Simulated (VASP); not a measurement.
PbS:

```xyz
2
Lattice="0.0000 2.9500 2.9500 2.9500 0.0000 2.9500 2.9500 2.9500 0.0000" Properties=species:S:1:pos:R:3 pbc="T T T"
Pb    0.0000    0.0000    0.0000
S     2.9500    2.9500    2.9500
```

Base run:

```yaml
Program: VASP 6.6.1
Functional: r2SCAN
Potentials_or_basis: VASP PAW PBE potentials, release 64 (Pb_d, S)
Cutoff: 520 eV
k_mesh: 7 × 7 × 7
Occupations: fermi-dirac, width 0.05 eV
Spin: no spin polarisation
```

Its results: pressure 2.3 GPa.

The run is repeated on the same cell with these changes: functional from r2SCAN to PBEsol; further incar settings from ALGO = Normal; EDIFF = 1e-06; NBANDS = 17 to ALGO = Normal; EDIFF = 1e-07; NBANDS = 17. What comes out?

Pressure 0.0 GPa.

Caveats: the PAW data sets were made with another functional, which shifts forces and pressure a little.
